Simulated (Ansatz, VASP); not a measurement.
# C: VASP beside Ansatz

```
C
1.0
     0.00000    1.76607    1.76607
     1.76607    0.00000    1.76607
     1.76607    1.76607    0.00000
C
2
Direct
  0.00000 0.00000 0.00000
  0.25000 0.25000 0.25000
```

Alike in both runs: task relaxation of cell and atoms; functional LDA; k mesh 12 × 12 × 12; occupations gaussian, width 0.02 eV; no spin polarisation.

```csv
,VASP,Ansatz
version,VASP 6.6.1,Ansatz 0.2.0
potentials or method,"VASP PAW LDA potentials, release 64 (C), cutoff 600 eV","scalar-relativistic, plane waves, PAW"
valence electrons in the cell,8,8
```

```tsv
	VASP	Ansatz	Ansatz less VASP
gap on the k mesh at the Fermi level, each at its own relaxed structure (eV)	4.19	4.20	+0.004
relaxed volume (Å³/atom)	5.52	5.51	-0.010
relaxed cell length with the largest relative difference (Å)	2.499	2.497	-0.0015
```

LDA's correlation is that of Perdew and Zunger in VASP and of Perdew and Wang (1992) in Ansatz.
